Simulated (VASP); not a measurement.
Write the native input for VASP 6.6.1 that does the following.

| Item | Value |
| --- | --- |
| Task | single point |
| Functional | LDA |
| Potentials or basis | VASP PAW LDA potentials, release 64 (Na_pv, Cl) |
| Cutoff | 520 eV |
| k mesh | 8 × 8 × 8 |
| Occupations | gaussian, width 0.01 eV |
| Spin | no spin polarisation |
| Dipole correction | no |
| Further INCAR settings | ALGO = Normal; EDIFF = 1e-07; NBANDS = 14 |

The structure of NaCl lies in POSCAR:

```
NaCl
1.0
    0.0000000000      2.7321936073      2.7321936073
    2.7321936073      0.0000000000      2.7321936073
    2.7321936073      2.7321936073      0.0000000000
Na Cl
1 1
Direct
   -0.0018300314     -0.0018300314     -0.0018300314
    0.5000000000      0.5000000000      0.5000000000
```

This cell differs from its parent crystal: atom 1 moved by [-0.01, -0.01, -0.01] A.

One way to write it, as run:

INCAR

```
SYSTEM = NaCl
PREC = Accurate
ENCUT = 520
EDIFF = 1E-7
ISMEAR = 0
SIGMA = 0.01
LREAL = .False.
LASPH = .True.
NELM = 80
ALGO = Normal
ISIF = 2
LWAVE = .False.
LCHARG = .True.
GGA = CA
LELF = .True.
LVHAR = .True.
NBANDS = 14
```

KPOINTS

```
Automatic mesh
0
Gamma
  8 8 8
  0 0 0
```

Potentials or basis: VASP PAW LDA potentials, release 64 (Na_pv, Cl).

The run is started by

```console
$ cat potpaw_LDA.64/Na_pv/POTCAR potpaw_LDA.64/Cl/POTCAR > POTCAR
$ mpirun -np 1 vasp_std > vasp.out
```

It gave:

```
Pressure               : 0.0 GPa
Largest force          : 0.032 eV/Å
Band gap on the k mesh : 5.08 eV, direct
```

Caveat: the cell differs from its parent crystal (atom 1 moved by [-0.01, -0.01, -0.01] A).

Run time: 29 s on 1 thread of Intel(R) Xeon(R) Platinum 8488C (Sapphire Rapids), with other jobs on the host, peak memory 0.16 GiB.
